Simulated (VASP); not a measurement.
A run of VASP 6.6.1 is set up as follows.

Contents of INCAR:

```
ALGO     = Normal         # electronic algorithm
EDIFF    = 1E-6           # SCF threshold, eV
EDIFFG   = -0.01          # ionic threshold
ENCUT    = 600            # plane-wave cutoff, eV
IBRION   = 2              # ionic algorithm
ISIF     = 3              # what is computed and relaxed
ISMEAR   = -1             # smearing method
LASPH    = True           # aspherical terms in the spheres
LCHARG   = False          # write CHGCAR
LREAL    = False          # projectors in reciprocal space
LWAVE    = False          # write WAVECAR
NELM     = 80             # most SCF steps
NSW      = 80             # ionic steps
PREC     = Accurate       # precision mode
SIGMA    = 0.1            # smearing width, eV
```

The input KPOINTS:

```
k-points
0
Gamma
  10 10 10
```

File POSCAR:

```
Al
1.0
    0.0000000000      2.8194727963      2.8194727963
    2.8194727963      0.0000000000      2.8194727963
    2.8194727963      2.8194727963      0.0000000000
Al
2
Direct
    0.1250000000      0.1250000000      0.1250000000
    0.8750000000      0.8750000000      0.8750000000
```

Potentials or basis: VASP PAW LDA potentials, release 64 (Al).

The run is started by

```sh
$ cat potpaw_LDA.64/Al/POTCAR > POTCAR
$ mpirun -np 1 vasp_std > vasp.out
```

Question: What does it give for the band gap on the k mesh?

Answer: Zero (band 3 reaches 5.11 eV, above the bottom of band 4 at 1.54 eV).

Question: Estimate the relaxed cell.

Answer: a = 4.206 Å, b = 4.206 Å, c = 4.206 Å, α = 60.00°, β = 60.00°, γ = 60.00°.

Question: Predict the relaxed volume.

Answer: 26.31 Å³/atom.

The path:
```tsv
step	energy change (eV)	largest force (eV/Å)	pressure (GPa)	volume (Å³)
1	0.0000	0.0000	9.30	44.83
2	-0.1959	0.0000	-0.84	53.81
3	-0.1990	0.0000	0.04	52.62
```

Caveat: the volume moved by over 15 % at a fixed basis, so the end points are rough.
